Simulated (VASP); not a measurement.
# CsI6Br (R-3) in VASP: notebook, part 2 of 2

VASP 6.6.1. The steps go on from the part before.

## Step 3: Single point, PBE+D4

INCAR

```
SYSTEM = CsI6Br
ALGO = Normal
EDIFF = 1E-7
ENCUT = 520
GGA = PE
ISIF = 2
ISMEAR = 1
IVDW = 13
LASPH = .True.
LCHARG = .False.
LREAL = .False.
LWAVE = .False.
NBANDS = 39
NELM = 80
PREC = Accurate
SIGMA = 0.0982
```

KPOINTS

```
k-points
0
Gamma
  3 3 3
  0 0 0
```

POSCAR

```
CsI6Br
1.0
    7.0257750000      0.0000000000      0.0000000000
   -0.7954570000      6.9805990000      0.0000000000
   -0.7954570000     -0.8912530000      6.9234730000
I Cs Br
6 1 1
Direct
    0.0778000000      0.8089000000      0.7042000000
    0.7042000000      0.0778000000      0.8089000000
    0.8089000000      0.7042000000      0.0778000000
    0.9222000000      0.1911000000      0.2958000000
    0.2958000000      0.9222000000      0.1911000000
    0.1911000000      0.2958000000      0.9222000000
    0.5000000000      0.5000000000      0.5000000000
    0.0000000000      0.0000000000      0.0000000000
```

Potentials or basis: VASP PAW PBE potentials, release 64 (I, Cs_sv, Br).

On the command line:

```console
$ cat potpaw_PBE.64/I/POTCAR potpaw_PBE.64/Cs_sv/POTCAR potpaw_PBE.64/Br/POTCAR > POTCAR
$ mpirun -np 1 vasp_std > vasp.out
```

OUTCAR:

```text
SYSTEM = CsI6Br
   EDIFF = 1E-7
   ENCUT = 520
   GGA = PE
   ISIF = 2
   ISMEAR = 1
   IVDW = 13
   LASPH = .True.
   LREAL = .False.
   NELM = 80
   PREC = Accurate

 ion  position               nearest neighbor table
   1  0.078  0.809  0.704-   8 2.49   2 3.50   3 3.50   6 3.55   5 3.55
   2  0.704  0.078  0.809-   8 2.49   1 3.50   3 3.50   6 3.55   4 3.55
   3  0.809  0.704  0.078-   8 2.49   2 3.50   1 3.50   4 3.55   5 3.55
   4  0.922  0.191  0.296-   8 2.49   5 3.50   6 3.50   3 3.55   2 3.55
   5  0.296  0.922  0.191-   8 2.49   4 3.50   6 3.50   3 3.55   1 3.55
   6  0.191  0.296  0.922-   8 2.49   5 3.50   4 3.50   1 3.55   2 3.55
   7  0.500  0.500  0.500-
   8  0.000  0.000  0.000-   1 2.49   4 2.49   3 2.49   6 2.49   5 2.49   2 2.49

  LATTYP: Found a trigonal (rhomboedric) cell.
 ALAT       =     7.0257784003
 COS(alpha) =    -0.1132197679

  Lattice vectors:

 A1 = (   7.0257750000,   0.0000000000,   0.0000000000)
 A2 = (  -0.7954570000,   6.9805990000,   0.0000000000)
 A3 = (  -0.7954570000,  -0.8912530000,   6.9234730000)

Analysis of symmetry for initial positions (statically):
=====================================================================
 Subroutine PRICEL returns:
 Original cell was already a primitive cell.

 Routine SETGRP: Setting up the symmetry group for a
 trigonal (rhombohedral) supercell.

 Subroutine GETGRP returns: Found  6 space group operations
 (whereof  6 operations were pure point group operations)
 out of a pool of 12 trial point group operations.

The static configuration has the point symmetry S_6 .

Analysis of symmetry for dynamics (positions and initial velocities):
=====================================================================
 Subroutine PRICEL returns:
 Original cell was already a primitive cell.

 Routine SETGRP: Setting up the symmetry group for a
 trigonal (rhombohedral) supercell.

 Subroutine GETGRP returns: Found  6 space group operations
 (whereof  6 operations were pure point group operations)
 out of a pool of 12 trial point group operations.

The dynamic configuration has the point symmetry S_6 .

 Subroutine INISYM returns: Found  6 space group operations
 (whereof  6 operations are pure point group operations),
 and found     1 'primitive' translations

----------------------------------------------------------------------------------------

                                     Primitive cell

  volume of cell :     339.5556

  direct lattice vectors                    reciprocal lattice vectors
     7.025775000  0.000000000  0.000000000     0.142333052  0.016219213  0.018440925
    -0.795457000  6.980599000  0.000000000     0.000000000  0.143254182  0.018440993
    -0.795457000 -0.891253000  6.923473000     0.000000000  0.000000000  0.144436181

  length of vectors
     7.025775000  7.025774992  7.025778400     0.144436243  0.144436252  0.144436181

  position of ions in fractional coordinates (direct lattice)
     0.077800000  0.808900000  0.704200000
     0.704200000  0.077800000  0.808900000
     0.808900000  0.704200000  0.077800000
[... 42 lines left out ...]

 Following reciprocal coordinates:
            Coordinates               Weight
  0.000000  0.000000  0.000000      1.000000
  0.333333  0.000000  0.000000      6.000000
  0.333333  0.333333 -0.000000      6.000000
 -0.333333  0.333333  0.000000      6.000000
  0.333333  0.333333  0.333333      2.000000
 -0.333333  0.333333  0.333333      6.000000
   k-points           NKPTS =      6   k-points in BZ     NKDIM =      6   number of bands    NBANDS=     39
   number of dos      NEDOS =    301   number of ions     NIONS =      8
   total plane-waves  NPLWV = 157464
   dimension x,y,z NGX =    54 NGY =   54 NGZ =   54
   dimension x,y,z NGXF=   108 NGYF=  108 NGZF=  108
   ions per type =               6   1   1
   NGX,Y,Z   is equivalent  to a cutoff of  12.78, 12.78, 12.78 a.u.
   NGXF,Y,Z  is equivalent  to a cutoff of  25.56, 25.56, 25.56 a.u.
 SYSTEM =  CsI6Br
   PREC   = accura    normal or accurate (medium, high low for compatibility)
   ISTART =      0    job   : 0-new  1-cont  2-samecut
   ICHARG =      2    charge: 1-file 2-atom 10-const
   ISPIN  =      1    spin polarized calculation?
   LNONCOLLINEAR =      F non collinear calculations
   LSORBIT =      F    spin-orbit coupling
   LASPH  =      T    aspherical Exc in radial PAW
   ENCUT  =  520.0 eV  38.22 Ry    6.18 a.u.  13.06 13.06 13.06*2*pi/ulx,y,z
   NELM   =     80;   NELMIN=  2; NELMDL= -5     # of ELM steps
   EDIFF  = 0.1E-06   stopping-criterion for ELM
   LREAL  =      F    real-space projection
   EDIFFG = 0.1E-05   stopping-criterion for IOM
   NSW    =      0    number of steps for IOM
   IBRION =     -1    ionic relax: 0-MD 1-quasi-New 2-CG
   NFREE  =      0    steps in history (QN), initial steepest desc. (CG)
   ISIF   =      2    stress and relaxation
   ISYM   =      2    0-nonsym 1-usesym 2-fastsym
   POTIM  = 0.5000    time-step for ionic-motion
   TEBEG  =    0.0;   TEEND  =   0.0 temperature during run
   PSTRESS=    0.0 pullay stress
   NELECT =      58.0000    total number of electrons
   NUPDOWN=      -1.0000    fix difference up-down
   EMIN   =  10.00;   EMAX   =-10.00  energy-range for DOS
   EFERMI =   0.00;   METHOD = LEGACY
   ISMEAR =     1;   SIGMA  =   0.10  broadening in eV -4-tet -1-fermi 0-gaus
   EFERMI_NEDOS =   21; number of points for ismear=-14 and -15
   IALGO  =     38    algorithm
   IMIX   =      4    mixing-type and parameters
     AMIX     =   0.40;   BMIX     =  1.00
     AMIX_MAG =   1.60;   BMIX_MAG =  1.00
  volume/ion in A,a.u.               =      42.44       286.43
  Fermi-wavevector in a.u.,A,eV,Ry     =   0.908337  1.716509 11.225851  0.825077
  Thomas-Fermi vector in A             =   2.032252
   LORBIT       =      0    0 simple, 1 ext, 2 COOP (PROOUT), +10 PAW based schemes
   GGA     = PE    functional components
   LHFCALC =     F    Hartree Fock is set to
   AEXX    =    0.0000 exact exchange contribution
   IVDW    =    13    specifies the selected vdW correction
   LEPSILON=     F    determine dielectric tensor
   LRPA    =     F    only Hartree local field effects (RPA)
 non-spin polarized calculation
 Methfessel and Paxton  Order N= 1 SIGMA  =   0.10
  energy-cutoff  :      520.00
  volume of cell :      339.56
 maximum number of plane-waves:      9169
 NGX is ok and might be reduce to    54
   NGX = 27   NGY = 27   NGZ = 27

 number of electron      58.0000003 magnetization

 Free energy of the ion-electron system (eV)
  ---------------------------------------------------
  ext. energy  EPLUGINS =         0.00000000
  ---------------------------------------------------
  free energy    TOTEN  =        -8.51364976 eV

  energy without entropy =       -8.52457460  energy(sigma->0) =       -8.51729137

 E-fermi :   2.3808     XC(G=0):  -7.7894

 val. band max:        2.3766989958   @ k =   0.0000   0.0000   0.0000
 cond. band min:       3.8309298997   @ k =   0.3333   0.3333   0.3333
 fundamental gap:      1.4542309039
 Fermi energy:         2.3807908285

 k-point     1 :       0.0000    0.0000    0.0000
  band No.  band energies     occupation
      1     -18.9384      2.00000
      2     -17.4151      2.00000
      3     -10.5373      2.00000
      4     -10.4627      2.00000
      5     -10.4627      2.00000
      6      -9.3205      2.00000
[... 241 lines left out ...]
     38       7.9973      0.00000
     39       8.1849      0.00000

------------------------ aborting loop because EDIFF is reached ----------------------------------------

  DFT-D4 for vdW energy calculation

  Edisp (eV):   -2.43531

  FORCE on cell =-STRESS in cart. coord.  units (eV):
  Direction    XX          YY          ZZ          XY          YZ          ZX
  --------------------------------------------------------------------------------------
  -------------------------------------------------------------------------------------
  Total      17.24849    17.13018    16.95995    -0.51910    -0.66129    -0.59020
  in kB      81.38619    80.82797    80.02472    -2.44934    -3.12026    -2.78485
  external pressure =       80.75 kB  Pullay stress =        0.00 kB

 VOLUME and BASIS-vectors are now :
 -----------------------------------------------------------------------------
  energy-cutoff  :      520.00
  volume of cell :      339.56
      direct lattice vectors                 reciprocal lattice vectors
     7.025775000  0.000000000  0.000000000     0.142333052  0.016219213  0.018440925
    -0.795457000  6.980599000  0.000000000     0.000000000  0.143254182  0.018440993
    -0.795457000 -0.891253000  6.923473000     0.000000000  0.000000000  0.144436181

 POSITION                                       TOTAL-FORCE (eV/Angst)
 -----------------------------------------------------------------------------------
     -0.65700      5.01899      4.87551         1.516009     -1.627025     -3.199325
      4.24222     -0.17784      5.60040        -3.117984      1.170519     -2.022186
      5.06110      4.84640      0.53865        -1.788207     -3.341934      0.902756
      6.09186      1.07036      2.04796        -1.516009      1.627025      3.199325
      1.19264      6.26719      1.32308         3.117984     -1.170519      2.022186
      0.37376      1.24295      6.38483         1.788207      3.341934     -0.902756
      2.71743      3.04467      3.46174         0.000000      0.000000     -0.000000
      0.00000      0.00000      0.00000         0.000000      0.000000     -0.000000
 -----------------------------------------------------------------------------------
    total drift:                               -0.000000     -0.000000     -0.000000

  FREE ENERGIE OF THE ION-ELECTRON SYSTEM (eV)
  ---------------------------------------------------
  free  energy   TOTEN  =       -10.9489560992 eV

  energy  without entropy=      -10.9598809448  energy(sigma->0) =      -10.95259771
```

It took 2.1 min on 1 thread of Intel Xeon 6975P-C, shared host; peak memory 0.44 GiB.

Results:

| Quantity | Value |
| --- | --- |
| Free energy | -10.9490 eV |
| Pressure | 8.1 GPa |
| Largest force | 3.896 eV/Å |
| Band gap on the k mesh | 1.45 eV, indirect (least direct gap 1.54 eV) |
| Dispersion energy per atom | -0.304 eV |

Forces in eV/Å, atoms in the order of the input:
```
I    1.516 -1.627 -3.199
I   -3.118  1.171 -2.022
I   -1.788 -3.342  0.903
I   -1.516  1.627  3.199
I    3.118 -1.171  2.022
I    1.788  3.342 -0.903
Cs   0.000  0.000  0.000
Br   0.000  0.000  0.000
```

Stress tensor (GPa, compression positive):
```
 8.14 -0.24 -0.28
-0.24  8.08 -0.31
-0.28 -0.31  8.00
```

Caveat: spin-orbit coupling is left out, which moves the levels of the heavy elements; forces of over 1 eV/Å act on the atoms, so gaps and moduli don't describe the material at rest.
